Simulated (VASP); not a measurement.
# B3PPd (Pm-3m) in VASP: further runs

Runs on B3PPd. Level: PBE. Tasks: single point, relaxation of cell and atoms.

All numbers are computed with VASP 6.6.1; they aren't measurements. Logs are shortened: lines on timing, memory, paths and dates and some standing lists are left out, and cuts for length are marked.

### 1 The cell of the first run

The structure is cubic, space group Pm-3m (No. 221). Conventional cell: a = 4.096 Å, b = 4.096 Å, c = 4.096 Å, α = 90.00°, β = 90.00°, γ = 90.00°. Within 2.7 Å of B (site symmetry 4/mmm) lie 2 Pd at 2.05 Å. Within 3.8 Å of P (site symmetry m-3m) lie 12 B at 2.90 Å and 8 Pd at 3.55 Å. Pd (site symmetry m-3m) has 6 B at 2.05 Å within 2.7 Å.

### 2 Single point, PBE

File INCAR:

```
PREC = Accurate
ENCUT = 520
EDIFF = 1E-6
ISMEAR = 0
SIGMA = 0.1
LREAL = F
LASPH = T
NELM = 80
ALGO = Normal
ISIF = 2
LWAVE = F
LCHARG = T
GGA = PE
LELF = T
LVHAR = T
NBANDS = 20
```

File KPOINTS:

```
Automatic mesh
0
Gamma
  6 6 6
```

File POSCAR:

```
B3PPd
1.0
    4.0955803601      0.0000000000      0.0000000000
    0.0000000000      4.0955803601      0.0000000000
    0.0000000000      0.0000000000      4.0955803601
B P Pd
3 1 1
Direct
    0.0000000000      0.5000000000      0.5000000000
    0.5000000000      0.0000000000      0.5000000000
    0.5000000000      0.5000000000      0.0000000000
    0.0000000000      0.0000000000      0.0000000000
    0.5000000000      0.5000000000      0.5000000000
```

Potentials or basis: VASP PAW PBE potentials, release 64 (B, P, Pd).

Launch:

```
cat potpaw_PBE.64/B/POTCAR potpaw_PBE.64/P/POTCAR potpaw_PBE.64/Pd/POTCAR > POTCAR
mpirun -np 1 vasp_std > vasp.out
```

OUTCAR:

```text
PREC = Accurate
   ENCUT = 520
   EDIFF = 1E-6
   ISMEAR = 0
   LREAL = F
   LASPH = T
   NELM = 80
   ISIF = 2
   GGA = PE

 ion  position               nearest neighbor table
   1  0.000  0.500  0.500-   5 2.05   5 2.05
   2  0.500  0.000  0.500-   5 2.05   5 2.05
   3  0.500  0.500  0.000-   5 2.05   5 2.05
   4  0.000  0.000  0.000-
   5  0.500  0.500  0.500-   1 2.05   2 2.05   3 2.05   3 2.05   2 2.05   1 2.05

  LATTYP: Found a simple cubic cell.
 ALAT       =     4.0955803601

  Lattice vectors:

 A1 = (   4.0955803601,   0.0000000000,   0.0000000000)
 A2 = (   0.0000000000,   4.0955803601,   0.0000000000)
 A3 = (   0.0000000000,   0.0000000000,   4.0955803601)

Analysis of symmetry for initial positions (statically):
=====================================================================
 Subroutine PRICEL returns:
 Original cell was already a primitive cell.

 Routine SETGRP: Setting up the symmetry group for a
 simple cubic supercell.

 Subroutine GETGRP returns: Found 48 space group operations
 (whereof 48 operations were pure point group operations)
 out of a pool of 48 trial point group operations.

The static configuration has the point symmetry O_h .

Analysis of symmetry for dynamics (positions and initial velocities):
=====================================================================
 Subroutine PRICEL returns:
 Original cell was already a primitive cell.

 Routine SETGRP: Setting up the symmetry group for a
 simple cubic supercell.

 Subroutine GETGRP returns: Found 48 space group operations
 (whereof 48 operations were pure point group operations)
 out of a pool of 48 trial point group operations.

The dynamic configuration has the point symmetry O_h .

 Subroutine INISYM returns: Found 48 space group operations
 (whereof 48 operations are pure point group operations),
 and found     1 'primitive' translations

----------------------------------------------------------------------------------------

                                     Primitive cell

  volume of cell :      68.6984

  direct lattice vectors                    reciprocal lattice vectors
     4.095580360  0.000000000  0.000000000     0.244165640  0.000000000  0.000000000
     0.000000000  4.095580360  0.000000000     0.000000000  0.244165640  0.000000000
     0.000000000  0.000000000  4.095580360     0.000000000  0.000000000  0.244165640

  length of vectors
     4.095580360  4.095580360  4.095580360     0.244165640  0.244165640  0.244165640

  position of ions in fractional coordinates (direct lattice)
     0.000000000  0.500000000  0.500000000
     0.500000000  0.000000000  0.500000000
     0.500000000  0.500000000  0.000000000
     0.000000000  0.000000000  0.000000000
     0.500000000  0.500000000  0.500000000

  ion indices of the primitive-cell ions
   primitive index   ion index
                 1           1
                 2           2
                 3           3
                 4           4
                 5           5

----------------------------------------------------------------------------------------

 KPOINTS: Automatic mesh

Automatic generation of k-mesh.
 Grid dimensions read from file:
 generate k-points for:    6    6    6

 Generating k-lattice:

  Cartesian coordinates                     Fractional coordinates (reciprocal lattice)
     0.040694273  0.000000000  0.000000000     0.166666667  0.000000000  0.000000000
     0.000000000  0.040694273  0.000000000     0.000000000  0.166666667  0.000000000
     0.000000000  0.000000000  0.040694273     0.000000000  0.000000000  0.166666667

  Length of vectors
     0.040694273  0.040694273  0.040694273

  Shift w.r.t. Gamma in fractional coordinates (k-lattice)
     0.000000000  0.000000000  0.000000000

 Subroutine IBZKPT returns following result:
 ===========================================

 Found     20 irreducible k-points:

 Following reciprocal coordinates:
            Coordinates               Weight
  0.000000  0.000000  0.000000      1.000000
  0.166667  0.000000  0.000000      6.000000
  0.333333  0.000000  0.000000      6.000000
  0.500000  0.000000  0.000000      3.000000
  0.166667  0.166667  0.000000     12.000000
  0.333333  0.166667  0.000000     24.000000
[... 12 lines left out ...]
  0.500000  0.500000  0.333333      6.000000
  0.500000  0.500000  0.500000      1.000000
   k-points           NKPTS =     20   k-points in BZ     NKDIM =     20   number of bands    NBANDS=     20
   number of dos      NEDOS =    301   number of ions     NIONS =      5
   total plane-waves  NPLWV =  27000
   dimension x,y,z NGX =    30 NGY =   30 NGZ =   30
   dimension x,y,z NGXF=    60 NGYF=   60 NGZF=   60
   ions per type =               3   1   1
   NGX,Y,Z   is equivalent  to a cutoff of  12.18, 12.18, 12.18 a.u.
   NGXF,Y,Z  is equivalent  to a cutoff of  24.35, 24.35, 24.35 a.u.
 SYSTEM =  unknown system
   PREC   = accura    normal or accurate (medium, high low for compatibility)
   ISTART =      0    job   : 0-new  1-cont  2-samecut
   ICHARG =      2    charge: 1-file 2-atom 10-const
   ISPIN  =      1    spin polarized calculation?
   LNONCOLLINEAR =      F non collinear calculations
   LSORBIT =      F    spin-orbit coupling
   LASPH  =      T    aspherical Exc in radial PAW
   ENCUT  =  520.0 eV  38.22 Ry    6.18 a.u.   7.62  7.62  7.62*2*pi/ulx,y,z
   NELM   =     80;   NELMIN=  2; NELMDL= -5     # of ELM steps
   EDIFF  = 0.1E-05   stopping-criterion for ELM
   LREAL  =      F    real-space projection
   EDIFFG = 0.1E-04   stopping-criterion for IOM
   NSW    =      0    number of steps for IOM
   IBRION =     -1    ionic relax: 0-MD 1-quasi-New 2-CG
   NFREE  =      0    steps in history (QN), initial steepest desc. (CG)
   ISIF   =      2    stress and relaxation
   ISYM   =      2    0-nonsym 1-usesym 2-fastsym
   POTIM  = 0.5000    time-step for ionic-motion
   TEBEG  =    0.0;   TEEND  =   0.0 temperature during run
   PSTRESS=    0.0 pullay stress
   NELECT =      24.0000    total number of electrons
   NUPDOWN=      -1.0000    fix difference up-down
   EMIN   =  10.00;   EMAX   =-10.00  energy-range for DOS
   EFERMI =   0.00;   METHOD = LEGACY
   ISMEAR =     0;   SIGMA  =   0.10  broadening in eV -4-tet -1-fermi 0-gaus
   EFERMI_NEDOS =   21; number of points for ismear=-14 and -15
   IALGO  =     38    algorithm
   IMIX   =      4    mixing-type and parameters
     AMIX     =   0.40;   BMIX     =  1.00
     AMIX_MAG =   1.60;   BMIX_MAG =  1.00
  volume/ion in A,a.u.               =      13.74        92.72
  Fermi-wavevector in a.u.,A,eV,Ry     =   1.153001  2.178857 18.087748  1.329412
  Thomas-Fermi vector in A             =   2.289648
   LORBIT       =      0    0 simple, 1 ext, 2 COOP (PROOUT), +10 PAW based schemes
   GGA     = PE    functional components
   LHFCALC =     F    Hartree Fock is set to
   AEXX    =    0.0000 exact exchange contribution
   IVDW    =     0    specifies the selected vdW correction
   LEPSILON=     F    determine dielectric tensor
   LRPA    =     F    only Hartree local field effects (RPA)
 non-spin polarized calculation
 Gauss-broadening in eV      SIGMA  =   0.10
  energy-cutoff  :      520.00
  volume of cell :       68.70
 maximum number of plane-waves:      1865
   NGX = 15   NGY = 15   NGZ = 15

 number of electron      24.0000004 magnetization

 Free energy of the ion-electron system (eV)
  ---------------------------------------------------
  ext. energy  EPLUGINS =         0.00000000
  ---------------------------------------------------
  free energy    TOTEN  =       -22.52174193 eV

  energy without entropy =      -22.50006924  energy(sigma->0) =      -22.51090559

 E-fermi :   5.6758     XC(G=0): -10.7525

 val. band max:        5.6678540471   @ k =   0.1667   0.1667   0.1667
 cond. band min:       5.7231555601   @ k =   0.3333   0.3333   0.0000
 fundamental gap:      0.0553015129
 Fermi energy:         5.6758351518

 k-point     1 :       0.0000    0.0000    0.0000
  band No.  band energies     occupation
      1      -6.3155      2.00000
      2      -2.1920      2.00000
      3      -2.1920      2.00000
      4      -0.5796      2.00000
      5       1.0587      2.00000
      6       1.0587      2.00000
[... 12 lines left out ...]
     19      10.9053      0.00000
     20      10.9053      0.00000

 k-point     2 :       0.1667    0.0000    0.0000
  band No.  band energies     occupation
      1      -6.1053      2.00000
      2      -2.2592      2.00000
      3      -2.1636      2.00000
      4      -1.0349      2.00000
      5       0.7676      2.00000
      6       0.7676      2.00000
[... 12 lines left out ...]
     19      10.6191      0.00000
     20      10.6191      0.00000

 k-point     3 :       0.3333    0.0000    0.0000
  band No.  band energies     occupation
      1      -5.5068      2.00000
      2      -3.0711      2.00000
      3      -2.1051      2.00000
      4      -1.0908      2.00000
      5       0.4176      2.00000
      6       0.4176      2.00000
[... 12 lines left out ...]
     19      10.1767      0.00000
     20      10.1767      0.00000

 k-point     4 :       0.5000    0.0000    0.0000
  band No.  band energies     occupation
      1      -4.8832      2.00000
      2      -3.9102      2.00000
      3      -2.0750      2.00000
      4      -0.8328      2.00000
      5       0.2854      2.00000
      6       0.2854      2.00000
[... 12 lines left out ...]
     19       9.9336      0.00000
     20       9.9336      0.00000

 k-point     5 :       0.1667    0.1667    0.0000
  band No.  band energies     occupation
      1      -5.8997      2.00000
      2      -2.2215      2.00000
      3      -2.1489      2.00000
      4      -1.3571      2.00000
      5       0.7190      2.00000
      6       0.7438      2.00000
[... 12 lines left out ...]
     19       9.9419      0.00000
     20      10.2730      0.00000

 k-point     6 :       0.3333    0.1667    0.0000
  band No.  band energies     occupation
      1      -5.3199      2.00000
      2      -2.9174      2.00000
      3      -2.0633      2.00000
      4      -1.2607      2.00000
      5       0.3030      2.00000
      6       0.4526      2.00000
[... 12 lines left out ...]
     19       9.6929      0.00000
     20       9.6933      0.00000

 k-point     7 :       0.5000    0.1667    0.0000
  band No.  band energies     occupation
      1      -4.7422      2.00000
      2      -3.6835      2.00000
      3      -2.0222      2.00000
      4      -0.8323      2.00000
      5      -0.1192      2.00000
      6       0.3283      2.00000
[... 12 lines left out ...]
     19       9.3050      0.00000
     20       9.9417      0.00000
[... 185 lines left out ...]
 k-point    16 :       0.5000    0.5000    0.1667
  band No.  band energies     occupation
      1      -4.0065      2.00000
      2      -2.4077      2.00000
      3      -1.3592      2.00000
      4      -1.3592      2.00000
      5      -0.9629      2.00000
      6      -0.4835      2.00000
[... 12 lines left out ...]
     19      10.2621      0.00000
     20      10.8099      0.00000

 k-point    17 :       0.3333    0.3333    0.3333
  band No.  band energies     occupation
      1      -4.2078      2.00000
      2      -1.9613      2.00000
      3      -1.6569      2.00000
      4      -1.6569      2.00000
      5      -0.5096      2.00000
      6      -0.5096      2.00000
[... 12 lines left out ...]
     19      10.5101      0.00000
     20      12.9776      0.00000

 k-point    18 :       0.5000    0.3333    0.3333
  band No.  band energies     occupation
      1      -3.8792      2.00000
      2      -2.1529      2.00000
      3      -1.5397      2.00000
      4      -0.8487      2.00000
      5      -0.6734      2.00000
      6      -0.6724      2.00000
[... 12 lines left out ...]
     19      10.5790      0.00000
     20      12.9556      0.00000

 k-point    19 :       0.5000    0.5000    0.3333
  band No.  band energies     occupation
      1      -3.6289      2.00000
      2      -1.6508      2.00000
      3      -1.1146      2.00000
      4      -1.1146      2.00000
      5      -0.9561      2.00000
      6      -0.5097      2.00000
[... 12 lines left out ...]
     19      10.7948      0.00000
     20      13.3636      0.00000

 k-point    20 :       0.5000    0.5000    0.5000
  band No.  band energies     occupation
      1      -3.3688      2.00000
      2      -0.9527      2.00000
      3      -0.9527      2.00000
      4      -0.9379      2.00000
      5      -0.9379      2.00000
      6      -0.9379      2.00000
[... 12 lines left out ...]
     19      11.0838      0.00000
     20      14.6259      0.00000

------------------------ aborting loop because EDIFF is reached ----------------------------------------

  FORCE on cell =-STRESS in cart. coord.  units (eV):
  Direction    XX          YY          ZZ          XY          YZ          ZX
  --------------------------------------------------------------------------------------
  -------------------------------------------------------------------------------------
  Total        0.0884480      0.0884480      0.0884480      0.0000000     -0.0000000      0.0000000
  in kB        2.0627769      2.0627769      2.0627769      0.0000000     -0.0000000      0.0000000
  external PRESSURE =       2.0627769 kB  Pullay stress =       0.0000000 kB

 VOLUME and BASIS-vectors are now :
 -----------------------------------------------------------------------------
  energy-cutoff  :      520.00
  volume of cell :       68.70
      direct lattice vectors                 reciprocal lattice vectors
     4.095580360  0.000000000  0.000000000     0.244165640  0.000000000  0.000000000
     0.000000000  4.095580360  0.000000000     0.000000000  0.244165640  0.000000000
     0.000000000  0.000000000  4.095580360     0.000000000  0.000000000  0.244165640

 POSITION                                       TOTAL-FORCE (eV/Angst)
 -----------------------------------------------------------------------------------
      0.00000      2.04779      2.04779         0.000000      0.000000      0.000000
      2.04779      0.00000      2.04779         0.000000      0.000000      0.000000
      2.04779      2.04779      0.00000         0.000000      0.000000      0.000000
      0.00000      0.00000      0.00000         0.000000      0.000000      0.000000
      2.04779      2.04779      2.04779         0.000000      0.000000      0.000000
 -----------------------------------------------------------------------------------
    total drift:                                0.000000      0.000000      0.000000

  FREE ENERGIE OF THE ION-ELECTRON SYSTEM (eV)
  ---------------------------------------------------
  free  energy   TOTEN  =       -22.5217419324 eV

  energy  without entropy=      -22.5000692448  energy(sigma->0) =      -22.51090559
```

Run time: 22 s. Hardware: 1 thread of AMD EPYC 7R43 (Zen 3), shared host; peak memory 0.13 GiB.

Results:

| Quantity | Value |
| --- | --- |
| Free energy | -22.5217 eV |
| Pressure | 0.2 GPa |
| Band gap on the k mesh | zero (band 12 reaches 6.48 eV, above the bottom of band 13 at 3.67 eV) |

### 3 Relaxation of cell and atoms, PBE

This run uses another cell than the first one, of 9.65 Å³/atom, 0.702 times its volume.

File INCAR:

```
PREC     = Accurate       # precision mode
ENCUT    = 600            # plane-wave cutoff, eV
EDIFF    = 1E-7           # SCF threshold, eV
ISMEAR   = 0              # smearing method
SIGMA    = 0.1            # smearing width, eV
LREAL    = False          # projectors in reciprocal space
LASPH    = True           # aspherical terms in the spheres
NELM     = 100            # most SCF steps
ALGO     = Normal         # electronic algorithm
ISIF     = 3              # what is computed and relaxed
LWAVE    = False          # write WAVECAR
LCHARG   = False          # write CHGCAR
GGA      = PE             # functional
IBRION   = 2              # ionic algorithm
NSW      = 90             # ionic steps
EDIFFG   = -0.04          # ionic threshold
```

KPOINTS is that of step 2.

POSCAR: that of step 2 with these lines changed.

```diff
@@ -2,5 +2,5 @@
 1.0
-    4.0955803601      0.0000000000      0.0000000000
-    0.0000000000      4.0955803601      0.0000000000
-    0.0000000000      0.0000000000      4.0955803601
+    3.6405911246      0.0000000000      0.0000000000
+    0.0000000000      3.6405911246      0.0000000000
+    0.0000000000      0.0000000000      3.6405911246
 B P Pd
```

Potentials or basis: VASP PAW PBE potentials, release 64 (B, P, Pd).

Launch:

```
cat potpaw_PBE.64/B/POTCAR potpaw_PBE.64/P/POTCAR potpaw_PBE.64/Pd/POTCAR > POTCAR
mpirun -np 1 vasp_std > vasp.out
```

It took 70 s on 1 thread of AMD EPYC 7R43 (Zen 3), shared host; peak memory 0.15 GiB.

Results (log left out):

```
Free energy                            : -22.5154 eV
Relaxed volume                         : 13.78 Å³/atom
Relaxed cell                           : a = 4.100 Å, b = 4.100 Å, c = 4.100 Å, α = 90.00°, β = 90.00°, γ = 90.00°
Space group after relaxing (to 0.05 Å) : Pm-3m (No. 221)
Energy gained by relaxing              : 834.8 meV/atom
Ionic steps                            : 4
Pressure after relaxing                : -0.2 GPa
Band gap on the k mesh                 : zero (band 12 reaches 6.44 eV, above the bottom of band 13 at 3.65 eV)
```

The path:
| step | energy change (eV) | largest force (eV/Å) | pressure (GPa) | volume (Å³) |
| --- | --- | --- | --- | --- |
| 1 | 0.0000 | 0.0000 | 87.59 | 48.25 |
| 2 | -2.0499 | 0.0000 | -18.71 | 95.27 |
| 3 | -4.1720 | 0.0000 | -0.99 | 69.38 |
| 4 | -4.1738 | 0.0000 | -0.17 | 68.91 |

Final structure:
```yaml
crystal:
  lattice:
    - [4.09980, 0.00000, 0.00000]
    - [0.00000, 4.09980, 0.00000]
    - [0.00000, 0.00000, 4.09980]
  atoms:
    - { symbol: B, position: [0.00000, 0.50000, 0.50000] }
    - { symbol: B, position: [0.50000, 0.00000, 0.50000] }
    - { symbol: B, position: [0.50000, 0.50000, 0.00000] }
    - { symbol: P, position: [0.00000, 0.00000, 0.00000] }
    - { symbol: Pd, position: [0.50000, 0.50000, 0.50000] }
```

Levels at points of the mesh, in eV from the Fermi level:
| k point | band 8 | band 9 | band 10 | band 11 | band 12 | band 13 | band 14 | band 15 | band 16 |
| --- | --- | --- | --- | --- | --- | --- | --- | --- | --- |
| (0.00, 0.00, 0.00) | -3.64 | -3.64 | -3.64 | 0.80 | 0.80 | 1.29 | 1.29 | 1.29 | 2.11 |
| (0.50, 0.00, 0.00) | -4.58 | -1.70 | -1.70 | -0.71 | -0.71 | 0.22 | 0.32 | 1.55 | 2.56 |
| (0.50, 0.50, 0.00) | -5.19 | -5.16 | -0.46 | -0.46 | -0.40 | -0.25 | 1.32 | 2.18 | 2.18 |
| (0.50, 0.50, 0.50) | -5.80 | -5.80 | -5.39 | -2.00 | -2.00 | -2.00 | 4.64 | 4.64 | 4.64 |

Caveat: the volume moved by over 15 % at a fixed basis, so the end points are rough.
